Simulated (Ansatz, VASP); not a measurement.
Two plane-wave programs on Al2Cu

File POSCAR:

```
Al2Cu
1.0
    4.1051820000      0.0000000000      0.0000000000
    0.0000000000      4.1051820000      0.0000000000
    0.0000000000      0.0000000000      2.8913130000
Al Cu
2 1
Direct
    0.5000000000      0.0000000000      0.5000000000
    0.0000000000      0.5000000000      0.5000000000
    0.0000000000      0.0000000000      0.0000000000
```

File INCAR.step1:

```
SYSTEM = Al2Cu
PREC = Accurate ; ENCUT = 520
ISMEAR = -1 ; SIGMA = 0.01
LREAL = .FALSE. ; LASPH = .TRUE.
NELM = 60 ; NBANDS = 16
GGA = PE ; ALGO = Normal
EDIFF = 1E-4 ; LWAVE = .TRUE.
LCHARG = .FALSE.
```

The input INCAR.step2:

```
SYSTEM = Al2Cu
PREC = Accurate ; ENCUT = 520
EDIFF = 1E-7 ; ISMEAR = -1
SIGMA = 0.01 ; LREAL = .FALSE.
LASPH = .TRUE. ; NELM = 60
ALGO = Normal ; ISIF = 2
LWAVE = .FALSE. ; LCHARG = .FALSE.
METAGGA = R2SCAN ; LMIXTAU = .TRUE.
NBANDS = 16 ; ISTART = 1
```

File KPOINTS:

```
Automatic mesh
0
G
  10 10 14
  0 0 0
```

Input for Ansatz:

```yaml
crystal:
  lattice:
    - [4.105182, 0.0, 0.0]
    - [0.0, 4.105182, 0.0]
    - [0.0, 0.0, 2.891313]
  atoms:
    - { symbol: Al, position: [0.5, 0.0, 0.5] }
    - { symbol: Al, position: [0.0, 0.5, 0.5] }
    - { symbol: Cu, position: [0.0, 0.0, 0.0] }
basis:
  ecutwfc: 500
kpoints:
  mp_grid: { grid: [10, 10, 14] }
hamiltonian:
  xc: r2scan
scf:
  occupations: { method: fermi_dirac, width: 0.01 }
output:
  forces: true
  stress: true
  eigenvalues: true
```

Alike in both runs: task single point; functional r2SCAN; k mesh 10 × 10 × 14; occupations fermi-dirac, width 0.01 eV; no spin polarisation.

```csv
,VASP,Ansatz
version,VASP 6.6.1,Ansatz 0.2.0
potentials or method,"VASP PAW PBE potentials, release 64 (Al, Cu), cutoff 520 eV","scalar-relativistic, plane waves, PAW"
valence electrons in the cell,17,25
```

```tsv
	VASP	Ansatz	Ansatz less VASP
gap on the k mesh at the Fermi level (eV)	none	none	-
pressure (GPa)	-2.2	-2.1	+0.09
traceless stress, the component that is largest in VASP (GPa)	-0.54	-0.54	-0.002
```

VASP's potentials were made for PBE, not for r2SCAN. A gap of «none» marks a metal or a gap that the smearing closes. With one functional, cell and mesh, what is left measures potentials, basis and numerics. VASP's potentials hold 17 valence electrons a cell and Ansatz's 25, so a difference there can come from the potentials and not from the codes.
